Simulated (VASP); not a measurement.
# Mg (Fm-3m) in VASP: a series of runs

Mg is run at these levels: PBE; tasks: single point.

Program: VASP 6.6.1. These are calculated values, not measurements. Logs are shortened: lines on timing, memory, paths and dates and some standing lists are left out, and cuts for length are marked.

### 1 The cell of the first run

The structure is cubic, space group Fm-3m (No. 225). The conventional cell has a = 4.609 Å, b = 4.609 Å, c = 4.609 Å, α = 90.00°, β = 90.00°, γ = 90.00°. Within 4.3 Å of Mg (site symmetry m-3m) lie 12 Mg at 3.26 Å.

### 2 Single point, PBE (strained)

Input file INCAR:

```
SYSTEM = Mg
ALGO = Normal
EDIFF = 1E-7
ENCUT = 520
GGA = PE
ISIF = 2
ISMEAR = 0
LASPH = .TRUE.
LCHARG = .TRUE.
LELF = .TRUE.
LREAL = .FALSE.
LVHAR = .TRUE.
LWAVE = .FALSE.
NBANDS = 7
NELM = 80
PREC = Accurate
SIGMA = 0.1
```

Input file KPOINTS:

```
k-points
0
G
  16 16 16
  0 0 0
```

Input file POSCAR:

```
Mg
1.0
    0.0000000000      2.3042674054      2.3042674054
    2.3042674054      0.0000000000      2.3042674054
    2.3042674054      2.3042674054      0.0000000000
Mg
1
Direct
    0.0000000000      0.0000000000      0.0000000000
```

Potentials or basis: VASP PAW PBE potentials, release 64 (Mg).

The run is started by

```console
$ cat potpaw_PBE.64/Mg/POTCAR > POTCAR
$ mpirun -np 1 vasp_std > vasp.out
```

OUTCAR:

```text
SYSTEM = Mg
   EDIFF = 1E-7
   ENCUT = 520
   GGA = PE
   ISIF = 2
   ISMEAR = 0
   LASPH = .TRUE.
   LREAL = .FALSE.
   NELM = 80
   PREC = Accurate

 ion  position               nearest neighbor table
   1  0.000  0.000  0.000-

  LATTYP: Found a face centered cubic cell.
 ALAT       =     4.6085348108

  Lattice vectors:

 A1 = (   0.0000000000,   2.3042674054,   2.3042674054)
 A2 = (   2.3042674054,   0.0000000000,   2.3042674054)
 A3 = (   2.3042674054,   2.3042674054,   0.0000000000)

Analysis of symmetry for initial positions (statically):
=====================================================================
 Subroutine PRICEL returns:
 Original cell was already a primitive cell.

 Routine SETGRP: Setting up the symmetry group for a
 face centered cubic supercell.

 Subroutine GETGRP returns: Found 48 space group operations
 (whereof 48 operations were pure point group operations)
 out of a pool of 48 trial point group operations.

The static configuration has the point symmetry O_h .

Analysis of symmetry for dynamics (positions and initial velocities):
=====================================================================
 Subroutine PRICEL returns:
 Original cell was already a primitive cell.

 Routine SETGRP: Setting up the symmetry group for a
 face centered cubic supercell.

 Subroutine GETGRP returns: Found 48 space group operations
 (whereof 48 operations were pure point group operations)
 out of a pool of 48 trial point group operations.

The dynamic configuration has the point symmetry O_h .

 Subroutine INISYM returns: Found 48 space group operations
 (whereof 48 operations are pure point group operations),
 and found     1 'primitive' translations

----------------------------------------------------------------------------------------

                                     Primitive cell

  volume of cell :      24.4697

  direct lattice vectors                    reciprocal lattice vectors
     0.000000000  2.304267405  2.304267405    -0.216988705  0.216988705  0.216988705
     2.304267405  0.000000000  2.304267405     0.216988705 -0.216988705  0.216988705
     2.304267405  2.304267405  0.000000000     0.216988705  0.216988705 -0.216988705

  length of vectors
     3.258726216  3.258726216  3.258726216     0.375835462  0.375835462  0.375835462

  position of ions in fractional coordinates (direct lattice)
     0.000000000  0.000000000  0.000000000

  ion indices of the primitive-cell ions
   primitive index   ion index
                 1           1

----------------------------------------------------------------------------------------

 KPOINTS: k-points

Automatic generation of k-mesh.
 Grid dimensions read from file:
 generate k-points for:   16   16   16

 Generating k-lattice:

  Cartesian coordinates                     Fractional coordinates (reciprocal lattice)
    -0.013561794  0.013561794  0.013561794     0.062500000  0.000000000  0.000000000
     0.013561794 -0.013561794  0.013561794     0.000000000  0.062500000  0.000000000
     0.013561794  0.013561794 -0.013561794     0.000000000  0.000000000  0.062500000

  Length of vectors
     0.023489716  0.023489716  0.023489716

  Shift w.r.t. Gamma in fractional coordinates (k-lattice)
     0.000000000  0.000000000  0.000000000

 Subroutine IBZKPT returns following result:
 ===========================================

 Found    145 irreducible k-points:

 Following reciprocal coordinates:
            Coordinates               Weight
  0.000000  0.000000  0.000000      1.000000
  0.062500  0.000000  0.000000      8.000000
  0.125000  0.000000  0.000000      8.000000
  0.187500  0.000000  0.000000      8.000000
  0.250000  0.000000  0.000000      8.000000
  0.312500  0.000000  0.000000      8.000000
[... 16 lines left out ...]
 -0.125000  0.062500  0.000000     24.000000
 -0.062500  0.062500  0.000000     12.000000
 [... further k-points ...]
   k-points           NKPTS =    145   k-points in BZ     NKDIM =    145   number of bands    NBANDS=      7
   number of dos      NEDOS =    301   number of ions     NIONS =      1
   total plane-waves  NPLWV =  13824
   dimension x,y,z NGX =    24 NGY =   24 NGZ =   24
   dimension x,y,z NGXF=    48 NGYF=   48 NGZF=   48
   ions per type =               1
   NGX,Y,Z   is equivalent  to a cutoff of  12.24, 12.24, 12.24 a.u.
   NGXF,Y,Z  is equivalent  to a cutoff of  24.49, 24.49, 24.49 a.u.
 SYSTEM =  Mg
   PREC   = accura    normal or accurate (medium, high low for compatibility)
   ISTART =      0    job   : 0-new  1-cont  2-samecut
   ICHARG =      2    charge: 1-file 2-atom 10-const
   ISPIN  =      1    spin polarized calculation?
   LNONCOLLINEAR =      F non collinear calculations
   LSORBIT =      F    spin-orbit coupling
   LASPH  =      T    aspherical Exc in radial PAW
   ENCUT  =  520.0 eV  38.22 Ry    6.18 a.u.   6.06  6.06  6.06*2*pi/ulx,y,z
   NELM   =     80;   NELMIN=  2; NELMDL= -5     # of ELM steps
   EDIFF  = 0.1E-06   stopping-criterion for ELM
   LREAL  =      F    real-space projection
   EDIFFG = 0.1E-05   stopping-criterion for IOM
   NSW    =      0    number of steps for IOM
   IBRION =     -1    ionic relax: 0-MD 1-quasi-New 2-CG
   NFREE  =      0    steps in history (QN), initial steepest desc. (CG)
   ISIF   =      2    stress and relaxation
   ISYM   =      2    0-nonsym 1-usesym 2-fastsym
   POTIM  = 0.5000    time-step for ionic-motion
   TEBEG  =    0.0;   TEEND  =   0.0 temperature during run
   PSTRESS=    0.0 pullay stress
   NELECT =       2.0000    total number of electrons
   NUPDOWN=      -1.0000    fix difference up-down
   EMIN   =  10.00;   EMAX   =-10.00  energy-range for DOS
   EFERMI =   0.00;   METHOD = LEGACY
   ISMEAR =     0;   SIGMA  =   0.10  broadening in eV -4-tet -1-fermi 0-gaus
   EFERMI_NEDOS =   21; number of points for ismear=-14 and -15
   IALGO  =     38    algorithm
   IMIX   =      4    mixing-type and parameters
     AMIX     =   0.40;   BMIX     =  1.00
     AMIX_MAG =   1.60;   BMIX_MAG =  1.00
  volume/ion in A,a.u.               =      24.47       165.13
  Fermi-wavevector in a.u.,A,eV,Ry     =   0.710464  1.342582  6.867661  0.504759
  Thomas-Fermi vector in A             =   1.797318
   LORBIT       =      0    0 simple, 1 ext, 2 COOP (PROOUT), +10 PAW based schemes
   GGA     = PE    functional components
   LHFCALC =     F    Hartree Fock is set to
   AEXX    =    0.0000 exact exchange contribution
   IVDW    =     0    specifies the selected vdW correction
   LEPSILON=     F    determine dielectric tensor
   LRPA    =     F    only Hartree local field effects (RPA)
 non-spin polarized calculation
 Gauss-broadening in eV      SIGMA  =   0.10
  energy-cutoff  :      520.00
  volume of cell :       24.47
 maximum number of plane-waves:       684
   NGX = 13   NGY = 13   NGZ = 13

 number of electron       2.0000000 magnetization

 Free energy of the ion-electron system (eV)
  ---------------------------------------------------
  ext. energy  EPLUGINS =         0.00000000
  ---------------------------------------------------
  free energy    TOTEN  =        -1.48408839 eV

  energy without entropy =       -1.48136629  energy(sigma->0) =       -1.48272734

 E-fermi :   2.2903     XC(G=0):  -8.2965

 val. band max:        2.2341802623   @ k =  -0.3750   0.1875   0.0625
 cond. band min:       2.3000351068   @ k =  -0.3750   0.4375   0.1250
 fundamental gap:      0.0658548445
 Fermi energy:         2.2903468633

 k-point     1 :       0.0000    0.0000    0.0000
  band No.  band energies     occupation
      1      -4.3528      2.00000
      2      14.2677      0.00000
      3      14.2677      0.00000
      4      14.2677      0.00000
      5      15.8700      0.00000
      6      15.8700      0.00000
      7      15.8700      0.00000

 k-point     2 :       0.0625    0.0000    0.0000
  band No.  band energies     occupation
      1      -4.2696      2.00000
      2      12.8789      0.00000
      3      14.0358      0.00000
      4      14.0358      0.00000
      5      16.0065      0.00000
      6      16.2427      0.00000
      7      16.2427      0.00000

 k-point     3 :       0.1250    0.0000    0.0000
  band No.  band energies     occupation
      1      -4.0203      2.00000
      2      10.8892      0.00000
      3      13.6349      0.00000
      4      13.6349      0.00000
      5      15.7807      0.00000
      6      17.0556      0.00000
      7      17.0556      0.00000

 k-point     4 :       0.1875    0.0000    0.0000
  band No.  band energies     occupation
      1      -3.6062      2.00000
      2       8.9266      0.00000
      3      13.2903      0.00000
      4      13.2903      0.00000
      5      15.5104      0.00000
      6      17.1301      0.00000
      7      17.1301      0.00000

 k-point     5 :       0.2500    0.0000    0.0000
  band No.  band energies     occupation
      1      -3.0291      2.00000
      2       7.0593      0.00000
      3      13.0568      0.00000
      4      13.0568      0.00000
      5      15.3013      0.00000
      6      16.1598      0.00000
      7      16.1598      0.00000

 k-point     6 :       0.3125    0.0000    0.0000
  band No.  band energies     occupation
      1      -2.2919      2.00000
      2       5.3100      0.00000
      3      12.9487      0.00000
      4      12.9487      0.00000
      5      15.1995      0.00000
      6      15.3010      0.00000
      7      15.3010      0.00000

 k-point     7 :       0.3750    0.0000    0.0000
  band No.  band energies     occupation
      1      -1.3981      2.00000
      2       3.6900      0.00000
      3      12.9679      0.00000
      4      12.9679      0.00000
      5      14.5839      0.00000
      6      14.5839      0.00000
      7      15.2173      0.00000

 k-point     8 :       0.4375    0.0000    0.0000
  band No.  band energies     occupation
      1      -0.3535      2.00000
      2       2.2088      1.75105
      3      13.1003      0.00000
      4      13.1003      0.00000
      5      14.0309      0.00000
      6      14.0309      0.00000
      7      15.3276      0.00000

 k-point     9 :       0.5000    0.0000    0.0000
  band No.  band energies     occupation
      1       0.7010      2.00000
      2       1.0086      2.00000
      3      13.2280      0.00000
      4      13.2280      0.00000
      5      13.7626      0.00000
      6      13.7626      0.00000
      7      15.4098      0.00000

 k-point    10 :       0.0625    0.0625    0.0000
  band No.  band energies     occupation
      1      -4.2419      2.00000
      2      13.4108      0.00000
      3      13.4337      0.00000
      4      13.4337      0.00000
      5      15.5222      0.00000
      6      16.8861      0.00000
      7      16.8861      0.00000

 k-point    11 :       0.1250    0.0625    0.0000
  band No.  band energies     occupation
      1      -4.0480      2.00000
      2      11.5724      0.00000
      3      12.8964      0.00000
      4      13.5674      0.00000
      5      15.6471      0.00000
      6      16.9002      0.00000
      7      17.2176      0.00000
[... 51 lines left out ...]
 k-point    17 :       0.5000    0.0625    0.0000
  band No.  band energies     occupation
      1       0.4815      2.00000
      2       1.3848      2.00000
      3      11.9782      0.00000
      4      12.3868      0.00000
      5      13.5381      0.00000
      6      14.7500      0.00000
      7      16.4388      0.00000

 k-point    18 :      -0.4375    0.0625    0.0000
  band No.  band energies     occupation
      1       0.0957      2.00000
      2       1.8190      2.00000
      3      11.6407      0.00000
      4      12.7835      0.00000
      5      13.9319      0.00000
      6      14.3980      0.00000
      7      16.2338      0.00000

 k-point    19 :      -0.3750    0.0625    0.0000
  band No.  band energies     occupation
      1      -0.9946      2.00000
      2       3.2481      0.00000
      3      11.4344      0.00000
      4      13.3095      0.00000
      5      14.1967      0.00000
      6      14.4756      0.00000
      7      16.0399      0.00000

 k-point    20 :      -0.3125    0.0625    0.0000
  band No.  band energies     occupation
      1      -1.9388      2.00000
      2       4.8201      0.00000
      3      11.3676      0.00000
      4      13.8594      0.00000
      5      14.2491      0.00000
      6      15.1407      0.00000
      7      15.9803      0.00000

 k-point    21 :      -0.2500    0.0625    0.0000
  band No.  band energies     occupation
      1      -2.7281      2.00000
      2       6.5222      0.00000
      3      11.4433      0.00000
      4      14.0581      0.00000
      5      14.9231      0.00000
      6      15.7667      0.00000
      7      16.2167      0.00000

 k-point    22 :      -0.1875    0.0625    0.0000
  band No.  band energies     occupation
      1      -3.3584      2.00000
      2       8.3401      0.00000
      3      11.6636      0.00000
      4      14.2341      0.00000
      5      15.8691      0.00000
      6      16.0449      0.00000
      7      17.0218      0.00000

 k-point    23 :      -0.1250    0.0625    0.0000
  band No.  band energies     occupation
      1      -3.8268      2.00000
      2      10.2383      0.00000
      3      12.0394      0.00000
      4      14.4516      0.00000
      5      16.2661      0.00000
      6      16.5739      0.00000
      7      16.9895      0.00000

 k-point    24 :      -0.0625    0.0625    0.0000
  band No.  band energies     occupation
      1      -4.1310      2.00000
      2      11.9989      0.00000
      3      12.7192      0.00000
      4      14.4833      0.00000
      5      16.0359      0.00000
      6      16.3168      0.00000
      7      16.9157      0.00000

 [... further k-points ...]
[... 5 lines left out ...]
  --------------------------------------------------------------------------------------
  -------------------------------------------------------------------------------------
  Total       -0.2911836     -0.2911836     -0.2911836      0.0000000      0.0000000      0.0000000
  in kB      -19.0655284    -19.0655284    -19.0655284      0.0000000      0.0000000      0.0000000
  external PRESSURE =     -19.0655284 kB  Pullay stress =       0.0000000 kB

 VOLUME and BASIS-vectors are now :
 -----------------------------------------------------------------------------
  energy-cutoff  :      520.00
  volume of cell :       24.47
      direct lattice vectors                 reciprocal lattice vectors
     0.000000000  2.304267405  2.304267405    -0.216988705  0.216988705  0.216988705
     2.304267405  0.000000000  2.304267405     0.216988705 -0.216988705  0.216988705
     2.304267405  2.304267405  0.000000000     0.216988705  0.216988705 -0.216988705

 POSITION                                       TOTAL-FORCE (eV/Angst)
 -----------------------------------------------------------------------------------
      0.00000      0.00000      0.00000         0.000000      0.000000     -0.000000
 -----------------------------------------------------------------------------------
    total drift:                               -0.000000      0.000000      0.000000

  FREE ENERGIE OF THE ION-ELECTRON SYSTEM (eV)
  ---------------------------------------------------
  free  energy   TOTEN  =        -1.4840883868 eV

  energy  without entropy=       -1.4813662915  energy(sigma->0) =       -1.48272734
```

It took 23 s on 1 thread of Intel Xeon 6975P-C, shared host; peak memory 0.15 GiB.

What came out:

```
Free energy            : -1.4841 eV
Pressure               : -1.9 GPa
Band gap on the k mesh : zero (band 1 reaches 3.71 eV, above the bottom of band 2 at 1.01 eV)
```

Levels at points of the mesh, in eV from the Fermi level:
```
           k point  band 1  band 2  band 3  band 4  band 5
(0.00, 0.00, 0.00)   -6.64   11.98   11.98   11.98   13.58
(0.50, 0.00, 0.00)   -1.59   -1.28   10.94   10.94   11.47
(0.50, 0.50, 0.00)   -0.19    0.76    5.98    6.63    6.63
```

Caveat: the cell differs from its parent crystal (strained).

### 3 Single point, PBE (strained)

Input file INCAR:

```
SYSTEM = Mg
ALGO = Normal ; EDIFF = 1E-7
ENCUT = 520 ; GGA = PE
ISIF = 2 ; ISMEAR = 0
LASPH = .True. ; LCHARG = .False.
LREAL = .False. ; LWAVE = .False.
NBANDS = 7 ; NELM = 80
PREC = Accurate ; SIGMA = 0.1
```

Input file KPOINTS:

```
k-points
0
Gamma
  16 16 16
  0 0 0
```

Input file POSCAR:

```
Mg
1.0
    0.0000000000      2.3545611824      2.3545611824
    2.3545611824      0.0000000000      2.3545611824
    2.3545611824      2.3545611824      0.0000000000
Mg
1
Direct
    0.0000000000      0.0000000000      0.0000000000
```

Potentials or basis: VASP PAW PBE potentials, release 64 (Mg).

The run is started by

```console
$ cat potpaw_PBE.64/Mg/POTCAR > POTCAR
$ mpirun -np 1 vasp_std > vasp.out
```

Wall time 48 s (1 thread of Intel Xeon 6975P-C, shared host); peak memory 0.17 GiB.

The run converged. Its results:

```yaml
Free_energy: -1.4561 eV
Pressure: -3.5 GPa
Band_gap_on_the_k_mesh: zero (band 1 reaches 3.37 eV, above the bottom of band 2 at 0.69 eV)
```

Levels at points of the mesh, in eV from the Fermi level:
```tsv
k point	band 1	band 2	band 3	band 4
(0.00, 0.00, 0.00)	-6.38	11.59	11.59	11.59
(0.50, 0.00, 0.00)	-1.49	-1.29	10.60	10.60
(0.50, 0.50, 0.00)	-0.17	0.70	5.86	6.31
```

Caveat: the cell differs from its parent crystal (strained).

### 4 Single point, PBE

This run uses another cell than the first one, of 22.61 Å³/atom, 0.924 times its volume.

Input file INCAR:

```
PREC = Accurate ; ENCUT = 520
EDIFF = 1E-6 ; ISMEAR = 0
SIGMA = 0.1 ; LREAL = False
LASPH = True ; NELM = 60
ALGO = Normal ; ISIF = 2
LWAVE = False ; LCHARG = True
GGA = PE ; LELF = True
LVHAR = True ; NBANDS = 7
```

Input file KPOINTS:

```
Automatic mesh
0
Gamma
  16 16 16
```

Input file POSCAR:

```
Mg
1.0
    0.0000000000      2.2442560000      2.2442560000
    2.2442560000      0.0000000000      2.2442560000
    2.2442560000      2.2442560000      0.0000000000
Mg
1
Direct
    0.0000000000      0.0000000000      0.0000000000
```

The run is started by

```console
$ cat potpaw_PBE.64/Mg/POTCAR > POTCAR
$ mpirun -np 1 vasp_std > vasp.out
```

Wall time 10 s (1 thread of Intel Xeon Platinum 8259CL at 2.50GHz (Skylake/Cascade Lake), shared host); peak memory 0.15 GiB.

It converged, with:

```yaml
Free_energy: -1.4920 eV
Pressure: 0.7 GPa
Band_gap_on_the_k_mesh: zero (band 1 reaches 4.16 eV, above the bottom of band 2 at 1.42 eV)
```

Levels at points of the mesh, in eV from the Fermi level:
```csv
k point,band 1,band 2,band 3,band 4,band 5
"(0.00, 0.00, 0.00)",-6.98,12.47,12.47,12.47,14.48
"(0.50, 0.00, 0.00)",-1.72,-1.27,11.36,11.36,12.25
"(0.50, 0.50, 0.00)",-0.21,0.82,6.13,7.04,7.04
```

### 5 Overview

| cell | gap on the mesh (eV) | pressure (GPa) |
| --- | --- | --- |
| a = 3.259 Å, angles 60.0°, 1 atom | none | -1.9 |
| a = 3.330 Å, angles 60.0°, 1 atom | none | -3.5 |
| a = 3.174 Å, angles 60.0°, 1 atom | none | 0.7 |

Alike in all rows: task single point; level PBE; potentials or basis VASP PAW PBE potentials, release 64 (Mg); no spin polarisation; k mesh 16 × 16 × 16; cutoff (eV) 520; smearing gaussian 0.1 eV.

Absolute energies hang on the potentials; compare differences alone.
